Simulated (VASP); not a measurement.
Wanted: the native input for a VASP 6.6.1 run.

```
Task                   : single point
Functional             : LDA
Potentials or basis    : VASP PAW LDA potentials, release 64 (Cd, Se)
Cutoff                 : 520 eV
k mesh                 : 6 × 6 × 6
Occupations            : gaussian, width 0.05 eV
Spin                   : no spin polarisation
Dipole correction      : no
Further INCAR settings : ALGO = Normal; EDIFF = 1e-07; NBANDS = 16
```

The structure of CdSe lies in POSCAR:

```
CdSe
1.0
    0.0000000000      2.9679286333      3.2856645660
    2.9679286333      0.0000000000      3.2856645660
    2.9679286333      2.9679286333      0.0000000000
Cd Se
1 1
Direct
    0.0000000000      0.0000000000      0.0000000000
    0.7500000000      0.7500000000      0.7500000000
```

One way to write it, as run:

INCAR

```
SYSTEM = CdSe
PREC     = Accurate       ! precision mode
ENCUT    = 520            ! plane-wave cutoff, eV
EDIFF    = 1E-7           ! SCF threshold, eV
ISMEAR   = 0              ! smearing method
SIGMA    = 0.05           ! smearing width, eV
LREAL    = .FALSE.        ! projectors in reciprocal space
LASPH    = .TRUE.         ! aspherical terms in the spheres
NELM     = 100            ! most SCF steps
ALGO     = Normal         ! electronic algorithm
ISIF     = 2              ! what is computed and relaxed
LWAVE    = .FALSE.        ! write WAVECAR
LCHARG   = .TRUE.         ! write CHGCAR
LELF     = .TRUE.         ! ELF
LVHAR    = .TRUE.       
NBANDS   = 16             ! bands
```

KPOINTS

```
regular mesh
0
G
  6 6 6
  0 0 0
```

Potentials or basis: VASP PAW LDA potentials, release 64 (Cd, Se).

Run with:

```bash
$ cat potpaw_LDA.64/Cd/POTCAR potpaw_LDA.64/Se/POTCAR > POTCAR
$ mpirun -np 1 vasp_std > vasp.out
```

Results of the run:

The pressure is -3.1 GPa and the band gap on the k mesh is 0.15 eV, direct.

Wall time 51 s on 1 thread of Intel(R) Xeon(R) Platinum 8259CL CPU @ 2.50GHz (Skylake/Cascade Lake), with other jobs on the host, peak memory 0.17 GiB.
